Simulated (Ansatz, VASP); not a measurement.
**HfSnSe4 in VASP and in Ansatz**

```
Hf Sn Se
1.0
     4.94989    0.00000    0.00000
    -2.47494    4.28673    0.00000
     0.00000    0.00000    6.19773
Hf Sn Se
1 1 4
Direct
  0.00000 0.00000 0.00000
  0.00000 0.00000 0.50000
  0.33333 0.66667 0.78272
  0.33333 0.66667 0.21728
  0.66667 0.33333 0.78272
  0.66667 0.33333 0.21728
```

Change from the starting cell: species swapped into the TiVB4 type (P6/mmm, No. 191).

Alike in both runs: functional PBE; k mesh 12 × 12 × 6; occupations gaussian, width 0.1 eV; no spin polarisation.

Ansatz relaxed the structure, and its values are those at the end. VASP's run is a single point on that final structure, the one shown.

|  | VASP | Ansatz |
| --- | --- | --- |
| version | VASP 6.6.1 | Ansatz 0.2.0 |
| potentials or method | VASP PAW PBE potentials, release 64 (Hf_pv, Sn_d, Se), cutoff 520 eV | scalar-relativistic, plane waves, PAW |
| valence electrons in the cell | 48 | 104 |

|  | VASP | Ansatz | Ansatz less VASP |
| --- | --- | --- | --- |
| gap on the k mesh at the Fermi level (eV) | none | none | - |
| pressure (GPa) | -0.2 | 0.0 | +0.16 |
| rms of the force components (eV/Å) | 0.004 | 0.001 | -0.0037 |

A gap of «none» marks a metal or a gap that the smearing closes. With one functional, cell and mesh, what is left measures potentials, basis and numerics. VASP's potentials hold 48 valence electrons a cell and Ansatz's 104, so a difference there can come from the potentials and not from the codes.

Neither program's run includes spin-orbit coupling.
